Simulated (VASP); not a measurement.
The system is YZr.

```
Y Zr
1.0
     3.42358    0.00000    0.00000
    -1.71179    2.96491    0.00000
     0.00000    0.00000    5.40259
Y Zr
1 1
Direct
  0.66667 0.33333 0.50000
  0.33333 0.66667 0.00000
```

Base run:

| Quantity | Value |
| --- | --- |
| Program | VASP 6.6.1 |
| Functional | LDA |
| Potentials or basis | VASP PAW LDA potentials, release 64 (Y_sv, Zr_sv) |
| Cutoff | 500 eV |
| k mesh | 8 × 8 × 4 |
| Occupations | methfessel-paxton, width 0.15 eV |
| Spin | no spin polarisation |

Its results: band gap on the k mesh zero (an odd number of electrons rules out a gap without spin polarisation); pressure -5.3 GPa.

After a change of settings the same cell gave: band gap on the k mesh zero (an odd number of electrons rules out a gap without spin polarisation); pressure -6.6 GPa. Which change was it?
A. k mesh from 8 × 8 × 4 to 4 × 4 × 2
B. k mesh from 8 × 8 × 4 to 6 × 6 × 4
C. k mesh from 8 × 8 × 4 to 9 × 9 × 5
D. k mesh from 8 × 8 × 4 to 3 × 3 × 2

D.

Caveats: some runs use coarse meshes; the cell stands under tension (at least some runs).
